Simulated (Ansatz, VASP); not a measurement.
## BaS: VASP beside Ansatz

File INCAR:

```
SYSTEM = BaS
  PREC = Accurate
  ENCUT = 520
  EDIFF = 1E-6
  ISMEAR = -1
  SIGMA = 0.02
  LREAL = .False.
  LASPH = .True.
  NELM = 60
  ALGO = Normal
  ISIF = 2
  LWAVE = .False.
  LCHARG = .False.
  GGA = PE
  NBANDS = 15
```

Contents of KPOINTS:

```
regular mesh
0
Gamma
  8 8 8
  0 0 0
```

POSCAR

```
BaS
1.0
    0.0000000000      3.2576250000      3.1937500000
    3.2576250000      0.0000000000      3.1937500000
    3.2576250000      3.2576250000      0.0000000000
Ba S
1 1
Direct
    0.0000000000      0.0000000000      0.0000000000
    0.5000000000      0.5000000000      0.5000000000
```

Input for Ansatz:

```yaml
crystal:
  lattice:
    - [0.0, 3.257625, 3.19375]
    - [3.257625, 0.0, 3.19375]
    - [3.257625, 3.257625, 0.0]
  atoms:
    - { symbol: Ba, position: [0.0, 0.0, 0.0] }
    - { symbol: S, position: [0.5, 0.5, 0.5] }
kpoints:
  mp_grid: { grid: [8, 8, 8] }
  band_path:
    path:
      - [0.0, 0.0, 0.0]
      - [0.0, 0.5, 0.5]
      - [0.25, 0.75, 0.5]
      - [0.0, 0.5, 0.0]
      - [0.0, 0.0, 0.0]
      - [0.5, 0.5, 0.0]
      - [0.38005, 0.61995, 0.0]
      - [-0.38005, 0.38005, 0.0]
      - [0.0, 0.0, 0.0]
    npoints: 5
scf:
  occupations: { method: fermi_dirac, width: 0.02 }
hamiltonian:
  xc: pbe
  pseudopotentials: { kind: all_electron, lapw: { basis_error: 0.00025 } }
output:
  forces: true
  stress: true
  eigenvalues: true
```

Change from the starting cell: equal xx and yy strain of +2 %.

Alike in both runs: task single point; functional PBE; k mesh 8 × 8 × 8; occupations fermi-dirac, width 0.02 eV; no spin polarisation.

|  | VASP | Ansatz |
| --- | --- | --- |
| version | VASP 6.6.1 | Ansatz 0.2.0 |
| potentials or method | VASP PAW PBE potentials, release 64 (Ba_sv, S), cutoff 520 eV | all-electron LAPW, scalar-relativistic |

Ansatz gave:

| Property | Result |
| --- | --- |
| gap on the k mesh at the Fermi level (eV) | 2.22 |
| pressure (GPa) | -0.8 |
| traceless stress, the component that is largest in VASP (GPa) | 0.88 |

**Question.** Estimate VASP's values.

**Answer.** gap on the k mesh at the Fermi level (eV): 2.12; pressure (GPa): -0.3; traceless stress, the component that is largest in VASP (GPa): 0.98.

Ansatz ran all-electron here, and VASP with PAW potentials.

Neither program's run includes spin-orbit coupling.
